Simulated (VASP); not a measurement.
# MgO (Fm-3m) in VASP: further runs

Aim: see how the results for MgO move with the level of theory and the settings. Levels: LDA, HSE06, PBE0. Tasks: single point.

Program: VASP 6.6.1. These are calculated values, not measurements. Logs are shortened: lines on timing, memory, paths and dates and some standing lists are left out, and cuts for length are marked.

## Step 1: The cell of the first run

Symmetry: Fm-3m, No. 225, cubic system. The conventional cell has a = 4.254 Å, b = 4.254 Å, c = 4.254 Å, α = 90.00°, β = 90.00°, γ = 90.00°. Within 2.8 Å of Mg (site symmetry m-3m) lie 6 O at 2.13 Å. Within 2.8 Å of O (site symmetry m-3m) lie 6 Mg at 2.13 Å.

## Step 2: Single point, LDA, non-collinear spin, zero start, spin-orbit coupling

File INCAR:

```
PREC = Accurate ; ENCUT = 840
EDIFF = 1E-6 ; ISMEAR = 0
SIGMA = 0.02 ; LREAL = False
LASPH = True ; NELM = 200
ALGO = Normal ; ISIF = 2
LWAVE = False ; LCHARG = True
MAGMOM = 0 0 0 0 0 0 ; LORBIT = 11
LSORBIT = True ; GGA_COMPAT = False
LORBMOM = True ; LVHAR = True
NBANDS = 28
```

File KPOINTS:

```
regular mesh
0
Gamma
  10 10 10
```

File POSCAR:

```
MgO
1.0
    0.0000000000      2.1268522619      2.1268522619
    2.1268522619      0.0000000000      2.1268522619
    2.1268522619      2.1268522619      0.0000000000
Mg O
1 1
Direct
    0.0000000000      0.0000000000      0.0000000000
    0.5000000000      0.5000000000      0.5000000000
```

Potentials or basis: VASP PAW LDA potentials, release 64 (Mg_sv, O).

On the command line:

```console
$ cat potpaw_LDA.64/Mg_sv/POTCAR potpaw_LDA.64/O/POTCAR > POTCAR
$ mpirun -np 1 vasp_ncl > vasp.out
```

OUTCAR:

```text
PREC = Accurate
   ENCUT = 840
   EDIFF = 1E-6
   ISMEAR = 0
   LREAL = False
   LASPH = True
   NELM = 200
   ISIF = 2
   LORBIT = 11
   LSORBIT = True

 ion  position               nearest neighbor table
   1  0.000  0.000  0.000-   2 2.13   2 2.13   2 2.13   2 2.13   2 2.13   2 2.13
   2  0.500  0.500  0.500-   1 2.13   1 2.13   1 2.13   1 2.13   1 2.13   1 2.13

  LATTYP: Found a face centered cubic cell.
 ALAT       =     4.2537045238

  Lattice vectors:

 A1 = (   0.0000000000,   2.1268522619,   2.1268522619)
 A2 = (   2.1268522619,   0.0000000000,   2.1268522619)
 A3 = (   2.1268522619,   2.1268522619,   0.0000000000)

Analysis of symmetry for initial positions (statically):
=====================================================================
 Subroutine PRICEL returns:
 Original cell was already a primitive cell.

 Routine SETGRP: Setting up the symmetry group for a
 face centered cubic supercell.

 Subroutine GETGRP returns: Found 48 space group operations
 (whereof 48 operations were pure point group operations)
 out of a pool of 48 trial point group operations.

The static configuration has the point symmetry O_h .

Analysis of symmetry for dynamics (positions and initial velocities):
=====================================================================
 Subroutine PRICEL returns:
 Original cell was already a primitive cell.

 Routine SETGRP: Setting up the symmetry group for a
 face centered cubic supercell.

 Subroutine GETGRP returns: Found 48 space group operations
 (whereof 48 operations were pure point group operations)
 out of a pool of 48 trial point group operations.

The dynamic configuration has the point symmetry O_h .

Analysis of structural, dynamic, and magnetic symmetry:
=====================================================================
 Subroutine PRICEL returns:
 Original cell was already a primitive cell.

 Routine SETGRP: Setting up the symmetry group for a
 face centered cubic supercell.

 Subroutine GETGRP returns: Found 48 space group operations
 (whereof 48 operations were pure point group operations)
 out of a pool of 48 trial point group operations.

The overall configuration has the point symmetry O_h .

 Subroutine INISYM returns: Found 48 space group operations
 (whereof 48 operations are pure point group operations),
 and found     1 'primitive' translations

----------------------------------------------------------------------------------------

                                     Primitive cell

  volume of cell :      19.2416

  direct lattice vectors                    reciprocal lattice vectors
     0.000000000  2.126852262  2.126852262    -0.235089202  0.235089202  0.235089202
     2.126852262  0.000000000  2.126852262     0.235089202 -0.235089202  0.235089202
     2.126852262  2.126852262  0.000000000     0.235089202  0.235089202 -0.235089202

  length of vectors
     3.007823314  3.007823314  3.007823314     0.407186441  0.407186441  0.407186441

  position of ions in fractional coordinates (direct lattice)
     0.000000000  0.000000000  0.000000000
     0.500000000  0.500000000  0.500000000

  ion indices of the primitive-cell ions
   primitive index   ion index
                 1           1
                 2           2

----------------------------------------------------------------------------------------

 KPOINTS: regular mesh

Automatic generation of k-mesh.
 Grid dimensions read from file:
 generate k-points for:   10   10   10

 Generating k-lattice:

  Cartesian coordinates                     Fractional coordinates (reciprocal lattice)
    -0.023508920  0.023508920  0.023508920     0.100000000  0.000000000  0.000000000
     0.023508920 -0.023508920  0.023508920     0.000000000  0.100000000  0.000000000
     0.023508920  0.023508920 -0.023508920     0.000000000  0.000000000  0.100000000
[... 97 lines left out ...]

 number of electron      15.9999997 magnetization       0.0000000     -0.0000000     -0.0000000

 Free energy of the ion-electron system (eV)
  ---------------------------------------------------
  ext. energy  EPLUGINS =         0.00000000
  ---------------------------------------------------
  free energy    TOTEN  =       -13.20044034 eV

  energy without entropy =      -13.20044034  energy(sigma->0) =      -13.20044034

 E-fermi :   2.7321     XC(G=0): -11.7815

 val. band max:        2.3831252481   @ k =   0.0000   0.0000   0.0000
 cond. band min:       6.7574605064   @ k =   0.0000   0.0000   0.0000
 fundamental gap:      4.3743352583
 Fermi energy:         2.7320690028

 k-point     1 :       0.0000    0.0000    0.0000
  band No.  band energies     occupation
      1     -69.0660      1.00000
      2     -69.0660      1.00000
      3     -36.7218      1.00000
      4     -36.7218      1.00000
      5     -36.4345      1.00000
      6     -36.4345      1.00000
[... 733 lines left out ...]
     27      26.5800      0.00000
     28      26.5800      0.00000

 [... further k-points ...]

------------------------ aborting loop because EDIFF is reached ----------------------------------------

  FORCE on cell =-STRESS in cart. coord.  units (eV):
  Direction    XX          YY          ZZ          XY          YZ          ZX
  --------------------------------------------------------------------------------------
  -------------------------------------------------------------------------------------
  Total       -1.1757394     -1.1757394     -1.1757394     -0.0000000      0.0000000     -0.0000000
  in kB      -97.8993197    -97.8993197    -97.8993197     -0.0000000      0.0000000     -0.0000000
  external PRESSURE =     -97.8993197 kB  Pullay stress =       0.0000000 kB

 VOLUME and BASIS-vectors are now :
 -----------------------------------------------------------------------------
  energy-cutoff  :      840.00
  volume of cell :       19.24
      direct lattice vectors                 reciprocal lattice vectors
     0.000000000  2.126852262  2.126852262    -0.235089202  0.235089202  0.235089202
     2.126852262  0.000000000  2.126852262     0.235089202 -0.235089202  0.235089202
     2.126852262  2.126852262  0.000000000     0.235089202  0.235089202 -0.235089202

 POSITION                                       TOTAL-FORCE (eV/Angst)
 -----------------------------------------------------------------------------------
      0.00000      0.00000      0.00000         0.000000     -0.000000      0.000000
      2.12685      2.12685      2.12685        -0.000000      0.000000     -0.000000
 -----------------------------------------------------------------------------------
    total drift:                                0.000000      0.000000      0.000000

  FREE ENERGIE OF THE ION-ELECTRON SYSTEM (eV)
  ---------------------------------------------------
  free  energy   TOTEN  =       -13.2004403429 eV

  energy  without entropy=      -13.2004403429  energy(sigma->0) =      -13.20044034

 orbital moment (x)

 # of ion     p       d       tot
 ----------------------------------------
  1         0.000   0.000   0.000
  2         0.000   0.000   0.000
 ----------------------------------------
            0.000   0.000   0.000

 orbital moment (y)

 # of ion     p       d       tot
 ----------------------------------------
  1         0.000  -0.000  -0.000
  2         0.000   0.000   0.000
 ----------------------------------------
            0.000  -0.000  -0.000

 orbital moment (z)

 # of ion     p       d       tot
 ----------------------------------------
  1         0.000   0.000   0.000
  2         0.000   0.000   0.000
 ----------------------------------------
            0.000   0.000   0.000

 Spin-Orbit-Coupling matrix elements

 Ion:    1  E_soc:     -0.0013757
 l=   1
     0.0000000    -0.0002293    -0.0002293
    -0.0002293     0.0000000    -0.0002293
    -0.0002293    -0.0002293     0.0000000
 l=   2
     0.0000000     0.0000000     0.0000000     0.0000000    -0.0000000
     0.0000000     0.0000000    -0.0000000     0.0000000    -0.0000000
     0.0000000    -0.0000000     0.0000000    -0.0000000     0.0000000
     0.0000000     0.0000000    -0.0000000     0.0000000    -0.0000000
    -0.0000000    -0.0000000     0.0000000    -0.0000000     0.0000000
 l=   3
     0.0000000     0.0000000     0.0000000     0.0000000     0.0000000     0.0000000     0.0000000
     0.0000000     0.0000000     0.0000000     0.0000000     0.0000000     0.0000000     0.0000000
     0.0000000     0.0000000     0.0000000     0.0000000     0.0000000     0.0000000     0.0000000
     0.0000000     0.0000000     0.0000000     0.0000000     0.0000000     0.0000000     0.0000000
     0.0000000     0.0000000     0.0000000     0.0000000     0.0000000     0.0000000     0.0000000
     0.0000000     0.0000000     0.0000000     0.0000000     0.0000000     0.0000000     0.0000000
     0.0000000     0.0000000     0.0000000     0.0000000     0.0000000     0.0000000     0.0000000

 Ion:    2  E_soc:     -0.0001737
 l=   1
     0.0000000    -0.0000290    -0.0000290
    -0.0000290     0.0000000    -0.0000290
    -0.0000290    -0.0000290     0.0000000
 l=   2
     0.0000000     0.0000000     0.0000000     0.0000000     0.0000000
     0.0000000     0.0000000     0.0000000     0.0000000     0.0000000
     0.0000000     0.0000000     0.0000000     0.0000000     0.0000000
     0.0000000     0.0000000     0.0000000     0.0000000     0.0000000
     0.0000000     0.0000000     0.0000000     0.0000000     0.0000000
 l=   3
     0.0000000     0.0000000     0.0000000     0.0000000     0.0000000     0.0000000     0.0000000
     0.0000000     0.0000000     0.0000000     0.0000000     0.0000000     0.0000000     0.0000000
     0.0000000     0.0000000     0.0000000     0.0000000     0.0000000     0.0000000     0.0000000
     0.0000000     0.0000000     0.0000000     0.0000000     0.0000000     0.0000000     0.0000000
     0.0000000     0.0000000     0.0000000     0.0000000     0.0000000     0.0000000     0.0000000
     0.0000000     0.0000000     0.0000000     0.0000000     0.0000000     0.0000000     0.0000000
     0.0000000     0.0000000     0.0000000     0.0000000     0.0000000     0.0000000     0.0000000

 total charge

# of ion       s       p       d       tot
------------------------------------------
    1        2.073   6.007   0.040   8.119
    2        1.526   3.523   0.000   5.049
--------------------------------------------------
tot          3.599   9.530   0.040  13.168

 magnetization (x)

# of ion       s       p       d       tot
------------------------------------------
    1        0.000  -0.000   0.000  -0.000
    2        0.000  -0.000   0.000  -0.000
--------------------------------------------------
tot          0.000  -0.000   0.000  -0.000

 magnetization (y)

# of ion       s       p       d       tot
------------------------------------------
    1        0.000  -0.000   0.000  -0.000
    2       -0.000   0.000   0.000  -0.000
--------------------------------------------------
tot         -0.000  -0.000   0.000  -0.000

 magnetization (z)

# of ion       s       p       d       tot
------------------------------------------
    1        0.000  -0.000   0.000  -0.000
    2        0.000   0.000   0.000   0.000
--------------------------------------------------
tot          0.000  -0.000   0.000   0.000
```

It took 85 s on 1 thread of Intel Xeon Platinum 8259CL at 2.50GHz (Skylake/Cascade Lake), shared host; peak memory 0.24 GiB.

What came out:

```
Free energy                                           : -13.2004 eV
Pressure                                              : -9.8 GPa
Net moment                                            : 0.00 μB per cell
Valence electrons inside the program's atomic spheres : Mg 8.12; O 5.05
```

Moments on the atoms (μB; x, y, z):
```
Mg  0.00 0.00 0.00
O   0.00 0.00 0.00
```

Caveat: the cell stands under tension.

(Continued in part 2 of 3.)
